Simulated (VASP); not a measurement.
As, 3 atoms in the cell. Symmetry: P6/mmm, No. 191, hexagonal system. Conventional cell: a = 4.880 Å, b = 4.880 Å, c = 2.842 Å, α = 90.00°, β = 90.00°, γ = 120.00°. As (site symmetry 6/mmm) has 14 As at 2.84 to 3.16 Å within 3.7 Å. Within 3.7 Å of As (site symmetry -6m2) lie 11 As at 2.82 to 3.16 Å. This isn't the form of As at room conditions, which is rhombohedral.

* Program: VASP 6.6.1
* Task: single point
* Functional: BLYP
* Potentials or basis: VASP PAW PBE potentials, release 64 (As)
* Cutoff: 520 eV
* k mesh: 8 × 8 × 12
* Occupations: fermi-dirac, width 0.1 eV
* Spin: no spin polarisation
* Dipole correction: no
* Further INCAR settings: ALGO = Normal; EDIFF = 1e-07; NBANDS = 14

Potentials or basis: VASP PAW PBE potentials, release 64 (As).

Run with:

```console
$ cat potpaw_PBE.64/As/POTCAR > POTCAR
$ mpirun -np 1 vasp_std > vasp.out
```

Hardware: 1 thread of AMD EPYC 7R13, with other jobs on the host.

Q: How long does it take, and how much memory?

A: It took 75 s on 1 thread of AMD EPYC 7R13, on a shared host, peak memory 0.17 GiB. Counts: scf iterations 11, k points 70.
